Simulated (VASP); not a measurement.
# GaSi (P4/mmm) in VASP: a series of runs

The runs below take GaSi through single point, relaxation of cell and atoms, with PBE.

Program: VASP 6.6.1. These are calculated values, not measurements. Logs are shortened: lines on timing, memory, paths and dates and some standing lists are left out, and cuts for length are marked.

### 1 The cell of the first run

It takes space group P4/mmm (No. 123, tetragonal). Conventional cell: a = 2.864 Å, b = 2.864 Å, c = 4.108 Å, α = 90.00°, β = 90.00°, γ = 90.00°. Ga (site symmetry 4/mmm) has 4 Ga at 2.86 Å and 8 Si at 2.88 Å within 3.8 Å. Si (site symmetry 4/mmm) has 4 Si at 2.86 Å and 8 Ga at 2.88 Å within 3.8 Å.

### 2 Single point, PBE

INCAR

```
PREC = Accurate
ENCUT = 520
EDIFF = 1E-6
ISMEAR = 0
SIGMA = 0.1
LREAL = F
LASPH = T
NELM = 100
ALGO = Normal
ISIF = 2
LWAVE = F
LCHARG = F
GGA = PE
NBANDS = 16
```

KPOINTS

```
Automatic mesh
0
Gamma
  20 20 14
```

POSCAR

```
GaSi
1.0
    2.8641855556      0.0000000000      0.0000000000
    0.0000000000      2.8641855556      0.0000000000
    0.0000000000      0.0000000000      4.1081259373
Ga Si
1 1
Direct
    0.0000000000      0.0000000000      0.0000000000
    0.5000000000      0.5000000000      0.5000000000
```

Potentials or basis: VASP PAW PBE potentials, release 64 (Ga_d, Si).

Command:

```sh
> cat potpaw_PBE.64/Ga_d/POTCAR potpaw_PBE.64/Si/POTCAR > POTCAR
> mpirun -np 1 vasp_std > vasp.out
```

OUTCAR:

```text
PREC = Accurate
   ENCUT = 520
   EDIFF = 1E-6
   ISMEAR = 0
   LREAL = F
   LASPH = T
   NELM = 100
   ISIF = 2
   GGA = PE

 ion  position               nearest neighbor table
   1  0.000  0.000  0.000-   2 2.88   2 2.88   2 2.88   2 2.88   2 2.88   2 2.88   2 2.88   2 2.88

   2  0.500  0.500  0.500-   1 2.88   1 2.88   1 2.88   1 2.88   1 2.88   1 2.88   1 2.88   1 2.88

  LATTYP: Found a simple tetragonal cell.
 ALAT       =     2.8641855556
 C/A-ratio  =     1.4343085870

  Lattice vectors:

 A1 = (   2.8641855556,   0.0000000000,   0.0000000000)
 A2 = (   0.0000000000,   2.8641855556,   0.0000000000)
 A3 = (   0.0000000000,   0.0000000000,   4.1081259373)

Analysis of symmetry for initial positions (statically):
=====================================================================
 Subroutine PRICEL returns:
 Original cell was already a primitive cell.

 Routine SETGRP: Setting up the symmetry group for a
 simple tetragonal supercell.

 Subroutine GETGRP returns: Found 16 space group operations
 (whereof 16 operations were pure point group operations)
 out of a pool of 16 trial point group operations.

The static configuration has the point symmetry D_4h.

Analysis of symmetry for dynamics (positions and initial velocities):
=====================================================================
 Subroutine PRICEL returns:
 Original cell was already a primitive cell.

 Routine SETGRP: Setting up the symmetry group for a
 simple tetragonal supercell.

 Subroutine GETGRP returns: Found 16 space group operations
 (whereof 16 operations were pure point group operations)
 out of a pool of 16 trial point group operations.

The dynamic configuration has the point symmetry D_4h.

 Subroutine INISYM returns: Found 16 space group operations
 (whereof 16 operations are pure point group operations),
 and found     1 'primitive' translations

----------------------------------------------------------------------------------------

                                     Primitive cell

  volume of cell :      33.7013

  direct lattice vectors                    reciprocal lattice vectors
     2.864185556  0.000000000  0.000000000     0.349139391  0.000000000  0.000000000
     0.000000000  2.864185556  0.000000000     0.000000000  0.349139391  0.000000000
     0.000000000  0.000000000  4.108125937     0.000000000  0.000000000  0.243419996

  length of vectors
     2.864185556  2.864185556  4.108125937     0.349139391  0.349139391  0.243419996

  position of ions in fractional coordinates (direct lattice)
     0.000000000  0.000000000  0.000000000
     0.500000000  0.500000000  0.500000000

  ion indices of the primitive-cell ions
   primitive index   ion index
                 1           1
                 2           2

----------------------------------------------------------------------------------------

 KPOINTS: Automatic mesh

Automatic generation of k-mesh.
 Grid dimensions read from file:
 generate k-points for:   20   20   14

 Generating k-lattice:

  Cartesian coordinates                     Fractional coordinates (reciprocal lattice)
     0.017456970  0.000000000  0.000000000     0.050000000  0.000000000  0.000000000
     0.000000000  0.017456970  0.000000000     0.000000000  0.050000000  0.000000000
     0.000000000  0.000000000  0.017387143     0.000000000  0.000000000  0.071428571

  Length of vectors
     0.017456970  0.017456970  0.017387143

  Shift w.r.t. Gamma in fractional coordinates (k-lattice)
     0.000000000  0.000000000  0.000000000

 Subroutine IBZKPT returns following result:
 ===========================================

 Found    528 irreducible k-points:

 Following reciprocal coordinates:
            Coordinates               Weight
  0.000000  0.000000  0.000000      1.000000
  0.050000  0.000000  0.000000      4.000000
  0.100000  0.000000  0.000000      4.000000
  0.150000  0.000000  0.000000      4.000000
  0.200000  0.000000  0.000000      4.000000
  0.250000  0.000000  0.000000      4.000000
[... 16 lines left out ...]
  0.150000  0.100000  0.000000      8.000000
  0.200000  0.100000  0.000000      8.000000
 [... further k-points ...]
   k-points           NKPTS =    528   k-points in BZ     NKDIM =    528   number of bands    NBANDS=     16
   number of dos      NEDOS =    301   number of ions     NIONS =      2
   total plane-waves  NPLWV =  18432
   dimension x,y,z NGX =    24 NGY =   24 NGZ =   32
   dimension x,y,z NGXF=    48 NGYF=   48 NGZF=   64
   ions per type =               1   1
   NGX,Y,Z   is equivalent  to a cutoff of  13.93, 13.93, 12.95 a.u.
   NGXF,Y,Z  is equivalent  to a cutoff of  27.86, 27.86, 25.90 a.u.
 SYSTEM =  unknown system
   PREC   = accura    normal or accurate (medium, high low for compatibility)
   ISTART =      0    job   : 0-new  1-cont  2-samecut
   ICHARG =      2    charge: 1-file 2-atom 10-const
   ISPIN  =      1    spin polarized calculation?
   LNONCOLLINEAR =      F non collinear calculations
   LSORBIT =      F    spin-orbit coupling
   LASPH  =      T    aspherical Exc in radial PAW
   ENCUT  =  520.0 eV  38.22 Ry    6.18 a.u.   5.33  5.33  7.64*2*pi/ulx,y,z
   NELM   =    100;   NELMIN=  2; NELMDL= -5     # of ELM steps
   EDIFF  = 0.1E-05   stopping-criterion for ELM
   LREAL  =      F    real-space projection
   EDIFFG = 0.1E-04   stopping-criterion for IOM
   NSW    =      0    number of steps for IOM
   IBRION =     -1    ionic relax: 0-MD 1-quasi-New 2-CG
   NFREE  =      0    steps in history (QN), initial steepest desc. (CG)
   ISIF   =      2    stress and relaxation
   ISYM   =      2    0-nonsym 1-usesym 2-fastsym
   POTIM  = 0.5000    time-step for ionic-motion
   TEBEG  =    0.0;   TEEND  =   0.0 temperature during run
   PSTRESS=    0.0 pullay stress
   NELECT =      17.0000    total number of electrons
   NUPDOWN=      -1.0000    fix difference up-down
   EMIN   =  10.00;   EMAX   =-10.00  energy-range for DOS
   EFERMI =   0.00;   METHOD = LEGACY
   ISMEAR =     0;   SIGMA  =   0.10  broadening in eV -4-tet -1-fermi 0-gaus
   EFERMI_NEDOS =   21; number of points for ismear=-14 and -15
   IALGO  =     38    algorithm
   IMIX   =      4    mixing-type and parameters
     AMIX     =   0.40;   BMIX     =  1.00
     AMIX_MAG =   1.60;   BMIX_MAG =  1.00
  volume/ion in A,a.u.               =      16.85       113.71
  Fermi-wavevector in a.u.,A,eV,Ry     =   1.303194  2.462680 23.106978  1.698315
  Thomas-Fermi vector in A             =   2.434212
   LORBIT       =      0    0 simple, 1 ext, 2 COOP (PROOUT), +10 PAW based schemes
   GGA     = PE    functional components
   LHFCALC =     F    Hartree Fock is set to
   AEXX    =    0.0000 exact exchange contribution
   IVDW    =     0    specifies the selected vdW correction
   LEPSILON=     F    determine dielectric tensor
   LRPA    =     F    only Hartree local field effects (RPA)
 non-spin polarized calculation
 Gauss-broadening in eV      SIGMA  =   0.10
  energy-cutoff  :      520.00
  volume of cell :       33.70
 maximum number of plane-waves:       923
 NGX is ok and might be reduce to    24

 number of electron      17.0000012 magnetization

 Free energy of the ion-electron system (eV)
  ---------------------------------------------------
  ext. energy  EPLUGINS =         0.00000000
  ---------------------------------------------------
  free energy    TOTEN  =        -7.62370952 eV

  energy without entropy =       -7.62030004  energy(sigma->0) =       -7.62200478

 E-fermi :   7.4798     XC(G=0): -11.0921

 val. band max:        7.4760262332   @ k =   0.4000   0.2500   0.0000
 cond. band min:       7.4825025293   @ k =   0.2000   0.2000   0.2857
 fundamental gap:      0.0064762962
 Fermi energy:         7.4798420913

 k-point     1 :       0.0000    0.0000    0.0000
  band No.  band energies     occupation
      1      -7.6493      2.00000
      2      -7.5284      2.00000
      3      -7.3535      2.00000
      4      -7.3535      2.00000
      5      -7.3000      2.00000
      6      -5.1193      2.00000
[... 8 lines left out ...]
     15      19.2074      0.00000
     16      20.9527      0.00000

 k-point     2 :       0.0500    0.0000    0.0000
  band No.  band energies     occupation
      1      -7.6446      2.00000
      2      -7.5256      2.00000
      3      -7.3576      2.00000
      4      -7.3532      2.00000
      5      -7.3025      2.00000
      6      -5.0741      2.00000
[... 8 lines left out ...]
     15      19.2283      0.00000
     16      20.9869      0.00000

 k-point     3 :       0.1000    0.0000    0.0000
  band No.  band energies     occupation
      1      -7.6318      2.00000
      2      -7.5168      2.00000
      3      -7.3695      2.00000
      4      -7.3522      2.00000
      5      -7.3099      2.00000
      6      -4.9382      2.00000
[... 8 lines left out ...]
     15      19.2826      0.00000
     16      21.0881      0.00000

 k-point     4 :       0.1500    0.0000    0.0000
  band No.  band energies     occupation
      1      -7.6144      2.00000
      2      -7.5008      2.00000
      3      -7.3878      2.00000
      4      -7.3506      2.00000
      5      -7.3213      2.00000
      6      -4.7114      2.00000
[... 8 lines left out ...]
     15      19.3407      0.00000
     16      21.2545      0.00000
[... 324 lines left out ...]
 k-point    22 :       0.1000    0.1000    0.0000
  band No.  band energies     occupation
      1      -7.6114      2.00000
      2      -7.5076      2.00000
      3      -7.3707      2.00000
      4      -7.3650      2.00000
      5      -7.3210      2.00000
      6      -4.7567      2.00000
[... 8 lines left out ...]
     15      18.5493      0.00000
     16      19.0393      0.00000

 k-point    23 :       0.1500    0.1000    0.0000
  band No.  band energies     occupation
      1      -7.5909      2.00000
      2      -7.4943      2.00000
      3      -7.3867      2.00000
      4      -7.3653      2.00000
      5      -7.3337      2.00000
      6      -4.5296      2.00000
[... 8 lines left out ...]
     15      18.7327      0.00000
     16      19.0189      0.00000

 k-point    24 :       0.2000    0.1000    0.0000
  band No.  band energies     occupation
      1      -7.5704      2.00000
      2      -7.4727      2.00000
      3      -7.4089      2.00000
      4      -7.3632      2.00000
      5      -7.3496      2.00000
      6      -4.2115      2.00000
[... 8 lines left out ...]
     15      18.8275      0.00000
     16      20.4131      0.00000

 [... further k-points ...]

------------------------ aborting loop because EDIFF is reached ----------------------------------------

  FORCE on cell =-STRESS in cart. coord.  units (eV):
  Direction    XX          YY          ZZ          XY          YZ          ZX
  --------------------------------------------------------------------------------------
  -------------------------------------------------------------------------------------
  Total        0.0089417      0.0089417      0.0104837      0.0000000     -0.0000000      0.0000000
  in kB        0.4250924      0.4250924      0.4984003      0.0000000     -0.0000000      0.0000000
  external PRESSURE =       0.4495284 kB  Pullay stress =       0.0000000 kB

 VOLUME and BASIS-vectors are now :
 -----------------------------------------------------------------------------
  energy-cutoff  :      520.00
  volume of cell :       33.70
      direct lattice vectors                 reciprocal lattice vectors
     2.864185556  0.000000000  0.000000000     0.349139391  0.000000000  0.000000000
     0.000000000  2.864185556  0.000000000     0.000000000  0.349139391  0.000000000
     0.000000000  0.000000000  4.108125937     0.000000000  0.000000000  0.243419996

 POSITION                                       TOTAL-FORCE (eV/Angst)
 -----------------------------------------------------------------------------------
      0.00000      0.00000      0.00000         0.000000      0.000000      0.000000
      1.43209      1.43209      2.05406         0.000000      0.000000      0.000000
 -----------------------------------------------------------------------------------
    total drift:                                0.000000      0.000000      0.000000

  FREE ENERGIE OF THE ION-ELECTRON SYSTEM (eV)
  ---------------------------------------------------
  free  energy   TOTEN  =        -7.6237095151 eV

  energy  without entropy=       -7.6203000404  energy(sigma->0) =       -7.62200478
```

Run time: 65 s. Hardware: 1 thread of Intel Xeon 6975P-C (Granite Rapids), shared host; peak memory 0.37 GiB.

Results:

```yaml
Free_energy: -7.6237 eV
Pressure: 0.0 GPa
```

Levels at points of the mesh, in eV from the Fermi level:
| k point | band 6 | band 7 | band 8 | band 9 | band 10 | band 11 | band 12 | band 13 |
| --- | --- | --- | --- | --- | --- | --- | --- | --- |
| (0.00, 0.00, 0.00) | -12.60 | -4.01 | -3.52 | 3.88 | 3.88 | 6.11 | 7.57 | 11.47 |
| (0.50, 0.00, 0.00) | -8.44 | -7.65 | 0.24 | 0.82 | 0.92 | 0.96 | 7.06 | 9.05 |
| (0.50, 0.50, 0.00) | -4.02 | -3.88 | -3.88 | -2.60 | 2.71 | 4.01 | 4.01 | 5.30 |
| (0.00, 0.00, 0.50) | -10.80 | -9.90 | 5.25 | 5.25 | 5.64 | 6.66 | 6.79 | 7.18 |
| (0.50, 0.00, 0.50) | -6.87 | -5.60 | -5.47 | -5.10 | 7.38 | 8.25 | 9.50 | 10.50 |
| (0.50, 0.50, 0.50) | -3.34 | -2.11 | -2.11 | -0.95 | -0.95 | -0.95 | 0.07 | 0.12 |

### 3 Relaxation of cell and atoms, PBE

This run uses another cell than the first one, of the same volume but with other edges.

INCAR

```
PREC = Accurate ; ENCUT = 600
EDIFF = 1E-6 ; ISMEAR = 0
SIGMA = 0.1 ; LREAL = False
LASPH = True ; NELM = 100
ALGO = Normal ; ISIF = 3
LWAVE = False ; LCHARG = False
GGA = PE ; IBRION = 2
NSW = 100 ; EDIFFG = -0.01
```

KPOINTS

```
regular mesh
0
Gamma
  20 20 14
```

POSCAR

```
GaSi
1.0
    2.9016462353      0.0000000000      0.0000000000
    0.0000000000      2.9016462353      0.0000000000
    0.0000000000      0.0000000000      4.0029417965
Ga Si
1 1
Direct
    0.0000000000      0.0000000000      0.0000000000
    0.5000000000      0.5000000000      0.5000000000
```

Potentials or basis: VASP PAW PBE potentials, release 64 (Ga_d, Si).

Command:

```sh
> cat potpaw_PBE.64/Ga_d/POTCAR potpaw_PBE.64/Si/POTCAR > POTCAR
> mpirun -np 1 vasp_std > vasp.out
```

It took 3.6 min on 1 thread of Intel Xeon 6975P-C (Granite Rapids), shared host; peak memory 0.4 GiB.

The run converged. Its results:

* Free energy: -7.6236 eV
* Relaxed volume: 16.86 Å³/atom
* Relaxed cell: a = 2.868 Å, b = 2.868 Å, c = 4.100 Å, α = 90.00°, β = 90.00°, γ = 90.00°
* Space group after relaxing (to 0.05 Å): P4/mmm (No. 123)
* Energy gained by relaxing: 2.4 meV/atom
* Ionic steps: 7
* Pressure after relaxing: 0.0 GPa

Stress tensor (GPa, compression positive):
```
-0.09  0.00  0.00
 0.00 -0.09  0.00
 0.00  0.00  0.06
```

Step by step:
| step | energy change (eV) | largest force (eV/Å) | pressure (GPa) | volume (Å³) |
| --- | --- | --- | --- | --- |
| 1 | 0.0000 | 0.0000 | 0.23 | 33.70 |
| 2 | -0.0023 | 0.0000 | -0.07 | 33.82 |
| 3 | -0.0037 | 0.0000 | -0.37 | 33.95 |
| 4 | -0.0036 | 0.0000 | -0.95 | 34.19 |
| 5 | -0.0040 | 0.0000 | -0.52 | 34.05 |
| 6 | -0.0049 | 0.0000 | 0.08 | 33.72 |
| 7 | -0.0049 | 0.0000 | -0.04 | 33.73 |

Final structure:
```xyz
2
Lattice="2.8683 0.0000 0.0000 0.0000 2.8683 0.0000 0.0000 0.0000 4.0997" Properties=species:S:1:pos:R:3 pbc="T T T"
Ga    0.0000    0.0000    0.0000
Si    1.4341    1.4341    2.0499
```

Levels at points of the mesh, in eV from the Fermi level:
```csv
k point,band 6,band 7,band 8,band 9,band 10,band 11,band 12
"(0.00, 0.00, 0.00)",-12.59,-3.98,-3.47,3.83,3.83,6.09,7.52
"(0.50, 0.00, 0.00)",-8.45,-7.66,0.26,0.86,0.94,0.99,7.01
"(0.50, 0.50, 0.00)",-4.05,-3.89,-3.89,-2.63,2.71,4.04,4.04
"(0.00, 0.00, 0.50)",-10.79,-9.89,5.21,5.21,5.68,6.72,6.77
"(0.50, 0.00, 0.50)",-6.87,-5.59,-5.48,-5.10,7.34,8.28,9.52
"(0.50, 0.50, 0.50)",-3.36,-2.11,-2.11,-0.97,-0.96,-0.96,0.05
```

### 4 Single point, PBE

This run uses another cell than the first one, of 18.77 Å³/atom, 1.114 times its volume.

INCAR

```
ALGO = Normal
EDIFF = 1E-7
ENCUT = 520
GGA = PE
ISIF = 2
ISMEAR = 0
LASPH = T
LCHARG = T
LELF = T
LREAL = F
LVHAR = T
LWAVE = F
NBANDS = 16
NELM = 100
PREC = Accurate
SIGMA = 0.1
```

KPOINTS

```
k-points
0
Gamma
  6 6 4
```

POSCAR

```
GaSi
1.0
    2.9831566300      0.0000000000      0.0000000000
    0.0000000000      2.9831566300      0.0000000000
    0.0000000000      0.0000000000      4.2188205600
Ga Si
1 1
Direct
    0.0000000000      0.0000000000      0.0000000000
    0.5000000000      0.5000000000      0.5000000000
```

Command:

```sh
> cat potpaw_PBE.64/Ga_d/POTCAR potpaw_PBE.64/Si/POTCAR > POTCAR
> mpirun -np 1 vasp_std > vasp.out
```

Run time: 6.4 s. Hardware: 1 thread of Intel Xeon 6975P-C (Granite Rapids), shared host; peak memory 0.15 GiB.

The run converged. Its results:

- Free energy: -7.5283 eV
- Pressure: -5.3 GPa

Stress tensor (GPa, compression positive):
```
-4.21  0.00  0.00
 0.00 -4.21  0.00
 0.00  0.00 -7.44
```

Levels at points of the mesh, in eV from the Fermi level:
| k point | band 5 | band 6 | band 7 | band 8 | band 9 | band 10 | band 11 | band 12 | band 13 | band 14 |
| --- | --- | --- | --- | --- | --- | --- | --- | --- | --- | --- |
| (0.00, 0.00, 0.00) | -14.92 | -11.90 | -3.63 | -3.61 | 3.25 | 3.25 | 5.85 | 6.69 | 10.12 | 10.40 |
| (0.50, 0.00, 0.00) | -14.93 | -8.18 | -7.33 | 0.15 | 0.62 | 0.66 | 0.99 | 5.99 | 8.14 | 9.12 |
| (0.50, 0.50, 0.00) | -14.84 | -4.49 | -3.67 | -3.67 | -2.91 | 2.31 | 3.68 | 3.68 | 4.81 | 6.17 |
| (0.00, 0.00, 0.50) | -14.92 | -10.24 | -9.32 | 4.47 | 4.47 | 4.79 | 5.95 | 6.44 | 6.44 | 6.58 |
| (0.50, 0.00, 0.50) | -14.91 | -6.90 | -5.45 | -5.15 | -4.71 | 6.27 | 7.40 | 8.56 | 9.73 | 10.01 |
| (0.50, 0.50, 0.50) | -14.84 | -3.93 | -2.04 | -2.04 | -1.64 | -0.87 | -0.87 | -0.09 | 0.21 | 13.15 |

Caveat: the k points lie up to 0.37 Å⁻¹ apart.

### 5 Summary

```tsv
task	cell	k mesh	cutoff (eV)	gap on the mesh (eV)	pressure (GPa)
single point	a = 2.864, b = 2.864, c = 4.108 Å, 2 atoms	20 × 20 × 14	520	none	0.0
relaxation of cell and atoms	relaxed from a = 2.902, b = 2.902, c = 4.003 Å, 2 atoms	20 × 20 × 14	600	none	0.0
single point	a = 2.983, b = 2.983, c = 4.219 Å, 2 atoms	6 × 6 × 4	520	none	-5.3
```

Alike in all rows: level PBE; potentials or basis VASP PAW PBE potentials, release 64 (Ga_d, Si); no spin polarisation; smearing gaussian 0.1 eV.

Caveats: some runs use coarse meshes.

Absolute energies hang on the potentials; compare differences alone.
